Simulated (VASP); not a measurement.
A run of VASP 6.6.1 is set up as follows.

INCAR

```
SYSTEM = YZr2O2
ALGO = Normal
EDIFF = 1E-6
ENCUT = 520
GGA = PE
ISIF = 2
ISMEAR = 0
ISPIN = 2
LASPH = .True.
LCHARG = .False.
LMAXMIX = 4
LORBIT = 11
LREAL = .False.
LWAVE = .False.
MAGMOM = 0 1 1 0 0
NBANDS = 36
NELM = 150
PREC = Accurate
SIGMA = 0.1
```

The input KPOINTS:

```
k-points
0
Gamma
  6 6 4
  0 0 0
```

File POSCAR:

```
YZr2O2
1.0
    5.4195660545      0.0000000000      0.0000000000
   -2.7097830273      4.6934818807      0.0000000000
    0.0000000000      0.0000000000      6.0766253071
Y Zr O
1 2 2
Direct
    0.6666666667      0.3333333333      0.5000000000
    0.3333333333      0.6666666667      0.6975067480
    0.3333333333      0.6666666667      0.3024932520
    0.6666666667      0.3333333333      0.0000000000
    0.3333333333      0.6666666667      0.0000000000
```

Potentials or basis: VASP PAW PBE potentials, release 64 (Y_sv, Zr_sv, O).

Run with:

```console
$ cat potpaw_PBE.64/Y_sv/POTCAR potpaw_PBE.64/Zr_sv/POTCAR potpaw_PBE.64/O/POTCAR > POTCAR
$ mpirun -np 1 vasp_std > vasp.out
```

**Question.** What does it give for the largest force?

**Answer.** 0.076 eV/Å.

**Question.** What does it give for the net moment?

**Answer.** 0.00 μB per cell.

**Question.** What does it give for the pressure?

**Answer.** 0.2 GPa.

Forces on the atoms (eV/Å):
```
Y    0.000  0.000  0.000
Zr   0.000  0.000 -0.076
Zr   0.000  0.000  0.076
O    0.000  0.000  0.000
O    0.000  0.000  0.000
```
